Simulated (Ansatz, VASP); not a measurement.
# Ir: VASP beside Ansatz

INCAR

```
ALGO = Normal ; EDIFF = 1E-6
EDIFFG = -0.01 ; ENCUT = 600
GGA = PS ; IBRION = 2
ISIF = 3 ; ISMEAR = 0
LASPH = T ; LCHARG = F
LREAL = F ; LWAVE = F
NELM = 60 ; NSW = 100
PREC = Accurate ; SIGMA = 0.1
```

File KPOINTS:

```
k-points
0
Gamma
  24 24 24
```

The input POSCAR:

```
Ir
1.0
    0.0000000000      1.9148332142      1.9148332142
    1.9148332142      0.0000000000      1.9148332142
    1.9148332142      1.9148332142      0.0000000000
Ir
1
Direct
    0.0000000000      0.0000000000      0.0000000000
```

Input for Ansatz:

```yaml
crystal:
  lattice:
    - [0.0, 1.9148332142, 1.9148332142]
    - [1.9148332142, 0.0, 1.9148332142]
    - [1.9148332142, 1.9148332142, 0.0]
  atoms:
    - { symbol: Ir, position: [0.0, 0.0, 0.0] }
basis:
  ecutwfc: 420
kpoints:
  mp_grid: { grid: [24, 24, 24] }
hamiltonian:
  xc: pbesol
scf:
  occupations: { method: gaussian, width: 0.1 }
output:
  forces: true
  stress: true
  eigenvalues: true
relax:
  adjacent_minimum: "off"
  f_tol: 0.01
  max_steps: 80
  cell: { stress_tol: 0.05 }
```

Alike in both runs: task relaxation of cell and atoms; functional PBEsol; k mesh 24 × 24 × 24; occupations gaussian, width 0.1 eV; no spin polarisation.

```csv
,VASP,Ansatz
version,VASP 6.6.1,Ansatz 0.2.0
potentials or method,"VASP PAW PBE potentials, release 64 (Ir), cutoff 600 eV","scalar-relativistic, plane waves, PAW"
valence electrons in the cell,9,17
```

|  | VASP | Ansatz | Ansatz less VASP |
| --- | --- | --- | --- |
| gap on the k mesh at the Fermi level, each at its own relaxed structure (eV) | none | none | - |
| relaxed volume (Å³/atom) | 14.09 | 14.05 | -0.038 |
| relaxed cell length with the largest relative difference (Å) | 2.711 | 2.708 | -0.0025 |

VASP's potentials were made for PBE, not for PBEsol. A gap of «none» marks a metal or a gap that the smearing closes. VASP's potentials hold 9 valence electrons a cell and Ansatz's 17, so a difference there can come from the potentials and not from the codes.

Spin-orbit coupling is off throughout.
